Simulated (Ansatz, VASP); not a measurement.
Two plane-wave programs on LiCl

```
Li Cl
1.0
     0.00000    2.63704    2.42608
     2.63704    0.00000    2.42608
     2.63704    2.63704    0.00000
Li Cl
1 1
Cartesian
  0.0000 0.0000 0.0000
  2.6370 2.6370 2.4261
```

Alike in both runs: task single point; functional r2SCAN; k mesh 8 × 8 × 8; occupations gaussian, width 0.05 eV; no spin polarisation.

|  | VASP | Ansatz |
| --- | --- | --- |
| version | VASP 6.6.1 | Ansatz 0.2.0 |
| potentials or method | VASP PAW PBE potentials, release 64 (Li_sv, Cl), cutoff 520 eV | scalar-relativistic, plane waves, PAW |
| valence electrons in the cell | 10 | 10 |

|  | VASP | Ansatz | Ansatz less VASP |
| --- | --- | --- | --- |
| gap on the k mesh at the Fermi level (eV) | 7.21 | 7.14 | -0.069 |
| least direct gap on the mesh (eV) | 7.21 | 7.14 | -0.069 |

VASP's potentials were made for PBE, not for r2SCAN.

Noted on VASP's run: the cutoff is short for stress, so the pressure is rough.
